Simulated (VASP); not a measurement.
A run of VASP 6.6.1:

INCAR

```
  PREC = Accurate
  ENCUT = 520
  EDIFF = 1E-6
  ISMEAR = -1
  SIGMA = 0.02
  LREAL = False
  LASPH = True
  NELM = 80
  ALGO = Normal
  ISIF = 2
  LWAVE = False
  LCHARG = False
  GGA = CA
  NBANDS = 17
```

Contents of KPOINTS:

```
regular mesh
0
Gamma
  8 8 8
```

Contents of POSCAR:

```
SnSe
1.0
    0.0000000000      3.0021130771      3.0021130771
    3.0021130771      0.0000000000      3.0021130771
    3.0021130771      3.0021130771      0.0000000000
Sn Se
1 1
Direct
    0.0000000000      0.0000000000      0.0000000000
    0.5000000000      0.5000000000      0.5000000000
```

Potentials or basis: VASP PAW LDA potentials, release 64 (Sn_d, Se).

Launch:

```console
$ cat potpaw_LDA.64/Sn_d/POTCAR potpaw_LDA.64/Se/POTCAR > POTCAR
$ mpirun -np 1 vasp_std > vasp.out
```

Hardware: 1 thread of Intel Xeon 6975P-C, on a shared host.

Task: Estimate the wall time of this run.

Result: It took 12 s on 1 thread of Intel Xeon 6975P-C, with other jobs on the host, peak memory 0.16 GiB. Counts: scf iterations 11, k points 29.
